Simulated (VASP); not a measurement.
Crystal: Tm.

```
Tm
1.0
     0.00000    2.46803    2.46803
     2.46803    0.00000    2.46803
     2.46803    2.46803    0.00000
Tm
1
Direct
  0.00000 0.00000 0.00000
```

This isn't the form of Tm at room conditions, which is hcp.

Base run:

```yaml
Program: VASP 6.6.1
Functional: PBEsol
Potentials_or_basis: VASP PAW PBE potentials, release 64 (Tm)
Cutoff: 520 eV
k_mesh: 14 × 14 × 14
Occupations: fermi-dirac, width 0.05 eV
Spin: collinear spin, ferromagnetic start
Starting_moments: "[2.0] μB"
```

Its results: pressure 0.9 GPa; net moment 1.04 μB per cell; site moments Tm +1.18 μB.

**Question.** The run is repeated on the same cell with these changes: functional from PBEsol to LDA; further incar settings from ALGO = Normal; EDIFF = 1e-06; NBANDS = 22 to ALGO = Normal; EDIFF = 1e-08; NBANDS = 22. What comes out?

**Answer.** Pressure -1.2 GPa; net moment 1.08 μB per cell; site moments Tm +1.15 μB.

Caveats: the magnetic or orbital state may not be the lowest; the PAW data sets were made with another functional, which shifts forces and pressure a little.
